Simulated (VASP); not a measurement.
# Ba8Zr8HO24 (a cell with a defect) in VASP: single point with PBE

Aim: the single point of Ba8Zr8HO24 (a cell with a defect) with PBE.

Everything below comes from runs of VASP 6.6.1. Logs are shortened: lines on timing, memory, paths and dates and some standing lists are left out, and cuts for length are marked.

## 1. The cell of the first run

The cell holds a defect, 41 atoms: a = 8.454 Å, b = 8.454 Å, c = 8.454 Å, α = 90.00°, β = 90.00°, γ = 90.00°.

## 2. Single point, PBE (with an interstitial atom, then relaxed in part)

File INCAR:

```
SYSTEM = Ba8Zr8HO24
PREC = Accurate
ENCUT = 520
EDIFF = 1E-6
ISMEAR = 0
SIGMA = 0.02
LREAL = Auto
LASPH = .True.
NELM = 120
ALGO = Normal
ISIF = 2
LWAVE = .False.
LCHARG = .False.
GGA = PE
NBANDS = 186
NELECT = 320.0
GGA_COMPAT = .False.
KPAR = 2
NCORE = 2
```

File KPOINTS:

```
Automatic mesh
0
Gamma
  2 2 2
  0.5 0.5 0.5
```

File POSCAR:

```
Ba8Zr8HO24
1.0
    0.0000000000      0.0000000000     -8.4543252743
    0.0000000000     -8.4543252743      0.0000000000
   -8.4543252743      0.0000000000      0.0000000000
Ba Zr O H
8 8 24 1
Direct
    0.4960766282      0.0001495426      0.4978816535
    1.0030813004      0.0001484676      0.4977997872
    0.4949712080      0.5001484497      0.5022458321
    1.0042692355      0.5001469055      0.5022482616
    0.4851660568      0.0000977116      0.9891985764
    1.0140072121      0.0000970481      0.9893022859
    0.4923257601      0.5001499454      0.9932796146
    1.0069866680      0.5001480509      0.9932008917
    0.2496187011      0.2507854258      0.2470807375
    0.7496379141      0.2642154507      0.2490539011
    0.2496167531      0.7495045105      0.2470717829
    0.7496359289      0.7361757129      0.2489196159
    0.2496087931      0.2506755531      0.7449461168
    0.7496144259      0.2478443196      0.7505970308
    0.2496088867      0.7495788100      0.7449196838
    0.7496152552      0.7523715842      0.7505075295
    0.2496489273      0.2602340885     -0.0040161818
    0.7495765907      0.2123033715      0.0007470036
    0.2496429352      0.7400230949     -0.0040457453
    0.7495820913      0.7877315752      0.0006277849
    0.2496049181      0.2391452473      0.4968799706
    0.7496505234      0.2705390170      0.4951457513
    0.2496124370      0.7611145803      0.4968489138
    0.7496437930      0.7297350395      0.4950650382
    0.2491735935      0.5001530585      0.2573983656
    0.7501076485      0.5001610831      0.2129487168
    0.2500481485      1.0001501583      0.2352996494
    0.7491994166      1.0001685104      0.2632471583
    0.2497870869      0.5001217550      0.7351830940
    0.7494347252      0.5000887884      0.7733644368
    0.2494489488      1.0001191127      0.7558411442
    0.7497976587      1.0001057529      0.7192659332
   -0.0017857847      0.2515695362      0.2478336032
    0.5010324963      0.2524949411      0.2478808677
   -0.0017838984      0.7487913937      0.2477538319
    0.5010295103      0.7478628690      0.2477854507
   -0.0004516689      0.2503890960      0.7475709680
    0.4996795937      0.2499914082      0.7474966198
   -0.0004463001      0.7498134521      0.7474938891
    0.4996753289      0.7502100692      0.7474352481
    0.7494580221      0.0005570077      0.1470412516
```

Potentials or basis: VASP PAW PBE potentials, release 64 (Ba_sv, Zr_sv, O, H).

The run is started by

```
> cat potpaw_PBE.64/Ba_sv/POTCAR potpaw_PBE.64/Zr_sv/POTCAR potpaw_PBE.64/O/POTCAR potpaw_PBE.64/H/POTCAR > POTCAR
> mpirun -np 4 vasp_std > vasp.out
```

OUTCAR:

```text
SYSTEM = Ba8Zr8HO24
   PREC = Accurate
   ENCUT = 520
   EDIFF = 1E-6
   ISMEAR = 0
   LREAL = Auto
   LASPH = .True.
   NELM = 120
   ISIF = 2
   GGA = PE
   NELECT = 320.0

 ion  position               nearest neighbor table
   1  0.496  0.000  0.498-  32 2.85  21 2.90  23 2.90  28 2.92  38 2.99  40 2.99  34 3.00  36 3.00
                            31 3.02  27 3.04  22 3.13  24 3.13  13 3.63  15 3.63   9 3.65  11 3.65
   2  0.003  0.000  0.498-  32 2.84  21 2.90  23 2.90  28 2.92  37 2.99  39 2.99  33 3.00  35 3.00
                            31 3.02  27 3.05  22 3.13  24 3.13  13 3.63  15 3.63   9 3.65  11 3.65
   3  0.495  0.500  0.502-  29 2.86  24 2.90  22 2.90  25 2.93  40 2.96  38 2.96  34 3.00  36 3.00
                            23 3.03  21 3.03  30 3.14  26 3.26  15 3.60  13 3.60  10 3.63  12 3.63
   4  0.004  0.500  0.502-  29 2.86  24 2.90  22 2.90  25 2.93  39 2.96  37 2.96  33 3.01  35 3.01
                            23 3.03  21 3.03  30 3.15  26 3.26  15 3.60  13 3.60  10 3.63  12 3.63
   5  0.485  0.000  0.989-  41 2.60  31 2.80  18 2.87  20 2.87  27 2.88  38 2.94  40 2.94  19 2.97
                            17 2.97  36 3.06  34 3.06  32 3.20  28 3.22  15 3.57  13 3.57  11 3.63
   6  0.014  0.000  0.989-  41 2.60  31 2.80  18 2.87  20 2.87  27 2.88  37 2.94  39 2.94  19 2.97
                            17 2.97  35 3.05  33 3.05  32 3.19  28 3.22  15 3.57  13 3.57  11 3.63
   7  0.492  0.500  0.993-  30 2.86  26 2.86  19 2.88  17 2.89  40 2.97  38 2.97  29 2.99  36 3.00
                            34 3.00  25 3.04  20 3.26  18 3.26  15 3.61  13 3.61  11 3.64   9 3.64
   8  0.007  0.500  0.993-  26 2.86  30 2.86  19 2.88  17 2.89  39 2.96  37 2.96  29 3.00  35 3.01
                            33 3.01  25 3.03  20 3.26  18 3.27  15 3.61  13 3.61  11 3.64   9 3.64
   9  0.250  0.251  0.247-  25 2.11  21 2.11  27 2.12  17 2.12  33 2.13  34 2.13   6 3.63   5 3.63
                             7 3.64   8 3.64   2 3.65   1 3.65   4 3.66   3 3.66
  10  0.750  0.264  0.249-  26 2.02  22 2.08  34 2.10  33 2.10  18 2.14  28 2.24  41 2.39   4 3.63
                             3 3.63   7 3.66   8 3.66   2 3.74   1 3.74   6 3.85   5 3.85
  11  0.250  0.750  0.247-  25 2.11  23 2.11  27 2.12  19 2.12  35 2.13  36 2.13   6 3.63   5 3.63
                             7 3.64   8 3.64   2 3.65   1 3.65   4 3.66   3 3.66
  12  0.750  0.736  0.249-  26 2.02  24 2.08  36 2.10  35 2.10  20 2.14  28 2.24   4 3.63   3 3.63
                             7 3.66   8 3.66   2 3.74   1 3.74   6 3.85   5 3.85
  13  0.250  0.251  0.745-  21 2.10  29 2.11  37 2.11  38 2.11  31 2.12  17 2.12   5 3.57   6 3.57
                             4 3.60   3 3.60   8 3.61   7 3.61   1 3.63   2 3.63
  14  0.750  0.248  0.751-  32 2.11  38 2.11  37 2.11  18 2.14  30 2.14  22 2.17   5 3.67   6 3.67
                             7 3.67   8 3.67   1 3.68   2 3.68   3 3.69   4 3.69
  15  0.250  0.750  0.745-  23 2.10  29 2.11  39 2.11  40 2.11  31 2.12  19 2.12   5 3.57   6 3.57
                             4 3.60   3 3.60   8 3.61   7 3.61   1 3.63   2 3.63
  16  0.750  0.752  0.751-  32 2.11  40 2.11  39 2.11  20 2.14  30 2.14  24 2.17   5 3.67   6 3.67
                             7 3.67   8 3.67   1 3.68   2 3.68   3 3.69   4 3.69
  17  0.250  0.260  0.996-  13 2.12   9 2.12   8 2.89   7 2.89   5 2.97   6 2.97
  18  0.750  0.212  0.001-  14 2.14  10 2.14   5 2.87   6 2.87   7 3.26   8 3.27
  19  0.250  0.740  0.996-  15 2.12  11 2.12   8 2.88   7 2.88   5 2.97   6 2.97
  20  0.750  0.788  0.001-  16 2.14  12 2.14   5 2.87   6 2.87   7 3.26   8 3.26
  21  0.250  0.239  0.497-  13 2.10   9 2.11   1 2.90   2 2.90   4 3.03   3 3.03
  22  0.750  0.271  0.495-  10 2.08  14 2.17   4 2.90   3 2.90   2 3.13   1 3.13
  23  0.250  0.761  0.497-  15 2.10  11 2.11   1 2.90   2 2.90   4 3.03   3 3.03
  24  0.750  0.730  0.495-  12 2.08  16 2.17   4 2.90   3 2.90   2 3.13   1 3.13
  25  0.249  0.500  0.257-  11 2.11   9 2.11   4 2.93   3 2.93   8 3.03   7 3.04
  26  0.750  0.500  0.213-  10 2.02  12 2.02   8 2.86   7 2.86   4 3.26   3 3.26
  27  0.250  0.000  0.235-   9 2.12  11 2.12   5 2.88   6 2.88   1 3.04   2 3.05
  28  0.749  0.000  0.263-  41 0.98  12 2.24  10 2.24   1 2.92   2 2.92   5 3.22   6 3.22
  29  0.250  0.500  0.735-  13 2.11  15 2.11   3 2.86   4 2.86   7 2.99   8 3.00
  30  0.749  0.500  0.773-  14 2.14  16 2.14   7 2.86   8 2.86   3 3.14   4 3.15
  31  0.249  0.000  0.756-  15 2.12  13 2.12   6 2.80   5 2.80   2 3.02   1 3.02
  32  0.750  0.000  0.719-  16 2.11  14 2.11   2 2.84   1 2.85   6 3.19   5 3.20
  33  0.998  0.252  0.248-  10 2.10   9 2.13   2 3.00   4 3.01   8 3.01   6 3.05
  34  0.501  0.252  0.248-  10 2.10   9 2.13   3 3.00   1 3.00   7 3.00   5 3.06
  35  0.998  0.749  0.248-  12 2.10  11 2.13   2 3.00   4 3.01   8 3.01   6 3.05
  36  0.501  0.748  0.248-  12 2.10  11 2.13   3 3.00   7 3.00   1 3.00   5 3.06
  37  1.000  0.250  0.748-  14 2.11  13 2.11   6 2.94   4 2.96   8 2.96   2 2.99
  38  0.500  0.250  0.747-  14 2.11  13 2.11   5 2.94   3 2.96   7 2.97   1 2.99
  39  1.000  0.750  0.747-  16 2.11  15 2.11   6 2.94   4 2.96   8 2.96   2 2.99
  40  0.500  0.750  0.747-  16 2.11  15 2.11   5 2.94   3 2.96   7 2.97   1 2.99
  41  0.749  0.001  0.147-  28 0.98  10 2.39   5 2.60   6 2.60

  LATTYP: Found a simple cubic cell.
 ALAT       =     8.4543252743

  Lattice vectors:

 A1 = (   0.0000000000,   0.0000000000,  -8.4543252743)
 A2 = (   0.0000000000,  -8.4543252743,   0.0000000000)
 A3 = (  -8.4543252743,   0.0000000000,   0.0000000000)

Analysis of symmetry for initial positions (statically):
=====================================================================
 Subroutine PRICEL returns:
 Original cell was already a primitive cell.

 Routine SETGRP: Setting up the symmetry group for a
 simple cubic supercell.

 Subroutine GETGRP returns: Found  1 space group operations
 (whereof  1 operations were pure point group operations)
 out of a pool of 48 trial point group operations.

The static configuration has the point symmetry C_1 .
[... 143 lines left out ...]

 Found      4 irreducible k-points:

 Following reciprocal coordinates:
            Coordinates               Weight
  0.250000  0.250000  0.250000      2.000000
 -0.250000  0.250000  0.250000      2.000000
 -0.250000 -0.250000  0.250000      2.000000
  0.250000 -0.250000  0.250000      2.000000
   k-points           NKPTS =      4   k-points in BZ     NKDIM =      4   number of bands    NBANDS=    186
   number of dos      NEDOS =    301   number of ions     NIONS =     41
   total plane-waves  NPLWV = 262144
   dimension x,y,z NGX =    64 NGY =   64 NGZ =   64
   dimension x,y,z NGXF=   128 NGYF=  128 NGZF=  128
   ions per type =               8   8  24   1
   NGX,Y,Z   is equivalent  to a cutoff of  12.58, 12.58, 12.58 a.u.
   NGXF,Y,Z  is equivalent  to a cutoff of  25.17, 25.17, 25.17 a.u.
 SYSTEM =  Ba8Zr8HO24
   PREC   = accura    normal or accurate (medium, high low for compatibility)
   ISTART =      0    job   : 0-new  1-cont  2-samecut
   ICHARG =      2    charge: 1-file 2-atom 10-const
   ISPIN  =      1    spin polarized calculation?
   LNONCOLLINEAR =      F non collinear calculations
   LSORBIT =      F    spin-orbit coupling
   LASPH  =      T    aspherical Exc in radial PAW
   ENCUT  =  520.0 eV  38.22 Ry    6.18 a.u.  15.72 15.72 15.72*2*pi/ulx,y,z
   NELM   =    120;   NELMIN=  2; NELMDL= -5     # of ELM steps
   EDIFF  = 0.1E-05   stopping-criterion for ELM
   LREAL  =      T    real-space projection
   EDIFFG = 0.1E-04   stopping-criterion for IOM
   NSW    =      0    number of steps for IOM
   IBRION =     -1    ionic relax: 0-MD 1-quasi-New 2-CG
   NFREE  =      0    steps in history (QN), initial steepest desc. (CG)
   ISIF   =      2    stress and relaxation
   ISYM   =      2    0-nonsym 1-usesym 2-fastsym
   POTIM  = 0.5000    time-step for ionic-motion
   TEBEG  =    0.0;   TEEND  =   0.0 temperature during run
   PSTRESS=    0.0 pullay stress
   NELECT =     320.0000    total number of electrons
   NUPDOWN=      -1.0000    fix difference up-down
   EMIN   =  10.00;   EMAX   =-10.00  energy-range for DOS
   EFERMI =   0.00;   METHOD = LEGACY
   ISMEAR =     0;   SIGMA  =   0.02  broadening in eV -4-tet -1-fermi 0-gaus
   EFERMI_NEDOS =   21; number of points for ismear=-14 and -15
   IALGO  =     38    algorithm
   IMIX   =      4    mixing-type and parameters
     AMIX     =   0.40;   BMIX     =  1.00
     AMIX_MAG =   1.60;   BMIX_MAG =  1.00
  volume/ion in A,a.u.               =      14.74        99.46
  Fermi-wavevector in a.u.,A,eV,Ry     =   1.324481  2.502907 23.868034  1.754251
  Thomas-Fermi vector in A             =   2.454013
   LORBIT       =      0    0 simple, 1 ext, 2 COOP (PROOUT), +10 PAW based schemes
   GGA     = PE    functional components
   LHFCALC =     F    Hartree Fock is set to
   AEXX    =    0.0000 exact exchange contribution
   IVDW    =     0    specifies the selected vdW correction
   LEPSILON=     F    determine dielectric tensor
   LRPA    =     F    only Hartree local field effects (RPA)
 non-spin polarized calculation
 Gauss-broadening in eV      SIGMA  =   0.02
  energy-cutoff  :      520.00
  volume of cell :      604.28
 maximum number of plane-waves:     16257
 NGX is ok and might be reduce to    64
   NGX = 31   NGY = 31   NGZ = 31

 number of electron     319.9999959 magnetization

 Free energy of the ion-electron system (eV)
  ---------------------------------------------------
  ext. energy  EPLUGINS =         0.00000000
  ---------------------------------------------------
  free energy    TOTEN  =      -342.00722072 eV

  energy without entropy =     -342.00722072  energy(sigma->0) =     -342.00722072

 E-fermi :   3.6790     XC(G=0): -10.6349

 val. band max:        3.4461706815   @ k =  -0.2500   0.2500   0.2500
 cond. band min:       7.3734641362   @ k =  -0.2500  -0.2500   0.2500
 fundamental gap:      3.9272934547
 Fermi energy:         3.6790267062

 k-point     1 :       0.2500    0.2500    0.2500
  band No.  band energies     occupation
      1     -43.7173      2.00000
      2     -43.7138      2.00000
      3     -43.6155      2.00000
      4     -43.6134      2.00000
      5     -43.5310      2.00000
      6     -43.5290      2.00000
[... 689 lines left out ...]
    171       8.7520      0.00000
    172       8.7709      0.00000
 [bands above 172 left out]

------------------------ aborting loop because EDIFF is reached ----------------------------------------

  FORCE on cell =-STRESS in cart. coord.  units (eV):
  Direction    XX          YY          ZZ          XY          YZ          ZX
  --------------------------------------------------------------------------------------
  -------------------------------------------------------------------------------------
  Total       -5.8977405      0.5091247     -0.3668164      0.0238196     -0.0000023     -0.0197844
  in kB      -15.6372141      1.3498884     -0.9725736      0.0631551     -0.0000060     -0.0524562
  external PRESSURE =      -5.0866331 kB  Pullay stress =       0.0000000 kB

 VOLUME and BASIS-vectors are now :
 -----------------------------------------------------------------------------
  energy-cutoff  :      520.00
  volume of cell :      604.28
      direct lattice vectors                 reciprocal lattice vectors
     0.000000000  0.000000000 -8.454325274     0.000000000  0.000000000 -0.118282650
     0.000000000 -8.454325274  0.000000000     0.000000000 -0.118282650  0.000000000
    -8.454325274  0.000000000  0.000000000    -0.118282650  0.000000000  0.000000000

 POSITION                                       TOTAL-FORCE (eV/Angst)
 -----------------------------------------------------------------------------------
     -4.20925     -0.00126     -4.19399         0.020004      0.000198     -0.015257
     -4.20856     -0.00126     -0.02605         0.019798      0.000287      0.014585
     -4.24615     -4.22842     -4.18465         0.011917      0.000385     -0.013364
     -4.24617     -4.22840     -0.03609         0.012157      0.000263      0.013343
     -8.36301     -0.00083     -4.10175        -0.016298     -0.000214     -0.017047
     -8.36388     -0.00082     -0.11842        -0.017002     -0.000019      0.014725
[... 33 lines left out ...]
     -6.31906     -6.34252     -4.22442         0.002174     -0.001065     -0.000359
     -1.24313     -0.00471     -6.33616         0.109905      0.001146     -0.000597
 -----------------------------------------------------------------------------------
    total drift:                                0.023369     -0.001200      0.010202

  FREE ENERGIE OF THE ION-ELECTRON SYSTEM (eV)
  ---------------------------------------------------
  free  energy   TOTEN  =      -342.0072207196 eV

  energy  without entropy=     -342.0072207196  energy(sigma->0) =     -342.00722072
```

Run time: 3.9 min. Hardware: 4 MPI ranks of Intel Xeon Platinum 8488C (Sapphire Rapids), shared host; peak memory 0.46 GiB.

Results:

| Quantity | Value |
| --- | --- |
| Free energy | -342.0072 eV |
| Largest force | 0.110 eV/Å |

Forces on the atoms (eV/Å):
```
Ba   0.020  0.000 -0.015
Ba   0.020  0.000  0.015
Ba   0.012  0.000 -0.013
Ba   0.012  0.000  0.013
Ba  -0.016  0.000 -0.017
Ba  -0.017  0.000  0.015
Ba  -0.012  0.000 -0.011
Ba  -0.010  0.000  0.010
Zr   0.000  0.002  0.000
Zr  -0.003  0.013  0.000
Zr   0.001 -0.002 -0.001
Zr  -0.004 -0.013  0.000
Zr   0.002 -0.004  0.000
Zr   0.003  0.000  0.000
Zr   0.001  0.003  0.000
Zr   0.002 -0.001 -0.001
O   -0.003  0.005  0.000
O   -0.007 -0.033  0.000
O   -0.003 -0.004  0.000
O   -0.008  0.032  0.000
O    0.006 -0.013 -0.001
O   -0.008  0.026 -0.001
O    0.005  0.013 -0.001
O   -0.008 -0.026  0.000
O    0.008  0.001 -0.001
O   -0.028  0.000  0.000
O   -0.019 -0.001  0.001
O   -0.090  0.001  0.002
O   -0.015  0.000  0.001
O    0.032  0.000  0.002
O    0.032  0.000 -0.001
O   -0.041 -0.001  0.000
O    0.004  0.002  0.003
O    0.005  0.005 -0.003
O    0.003 -0.001  0.001
O    0.004 -0.004 -0.003
O    0.003 -0.002  0.004
O    0.002  0.000  0.000
O    0.002  0.000  0.004
O    0.002 -0.001  0.000
H    0.110  0.001 -0.001
```

Levels at points of the mesh, in eV from the Fermi level:
```csv
k point,band 156,band 157,band 158,band 159,band 160,band 161,band 162,band 163,band 164,band 165
"(0.25, 0.25, 0.25)",-0.42,-0.35,-0.32,-0.24,-0.23,3.69,3.71,3.75,3.96,3.97
```

Caveat: the cell carries a net charge on a neutralising background, which shifts energy and pressure; the cell differs from its parent crystal (with an interstitial atom, then relaxed in part); the cell is charged against a uniform background, so pressure and absolute levels hang on convention; spin-orbit coupling is left out, which moves the levels of the heavy elements.
